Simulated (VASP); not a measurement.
Crystal: P.

```
P
1.0
     2.45412    0.00000    0.00000
     0.00000    2.45412    0.00000
     0.00000    0.00000    4.88004
P
2
Direct
  0.00000 0.00000 0.75949
  0.00000 0.00000 0.24051
```

| Quantity | Value |
| --- | --- |
| Program | VASP 6.6.1 |
| Task | relaxation of cell and atoms |
| Functional | PBE |
| Potentials or basis | VASP PAW PBE potentials, release 64 (P) |
| Cutoff | 600 eV |
| k mesh | 22 × 22 × 12 |
| Occupations | gaussian, width 0.1 eV |
| Spin | no spin polarisation |

At the start: pressure 0.0 GPa; volume 14.70 Å³/atom.

Q: Where does the relaxation end?

A: Over 9 steps the energy falls by 3.2 meV/atom and the volume is 14.57 Å³/atom (-0.8 %); space group P4/mmm (No. 123, to 0.1 Å) before, Pm-3m (No. 221, to 0.1 Å).

The path:
| step | energy change (eV) | largest force (eV/Å) | pressure (GPa) | volume (Å³) |
| --- | --- | --- | --- | --- |
| 1 | 0.0000 | 0.1366 | 0.00 | 29.39 |
| 2 | -0.0021 | 0.0920 | -0.31 | 29.39 |
| 3 | -0.0025 | 0.0715 | -0.48 | 29.39 |
| 4 | -0.0040 | 0.0722 | 0.13 | 29.18 |
| 5 | -0.0046 | 0.0595 | 0.86 | 28.97 |
| 6 | -0.0054 | 0.0399 | 0.72 | 28.99 |
| 7 | -0.0062 | 0.0071 | 0.53 | 29.03 |
| 8 | -0.0062 | 0.0037 | 0.51 | 29.03 |
| 9 | -0.0064 | 0.0045 | 0.06 | 29.15 |

Final structure:
```cif
data_structure
_symmetry_space_group_name_H-M 'P 1'
_symmetry_Int_Tables_number 1
_cell_length_a 2.4452
_cell_length_b 2.4452
_cell_length_c 4.8750
_cell_angle_alpha 90.000
_cell_angle_beta 90.000
_cell_angle_gamma 90.000
_cell_volume 29.15
loop_
_atom_site_label
_atom_site_type_symbol
_atom_site_fract_x
_atom_site_fract_y
_atom_site_fract_z
_atom_site_occupancy
P1 P 0.00000 0.00000 0.75041 1
P2 P 0.00000 0.00000 0.24958 1
```
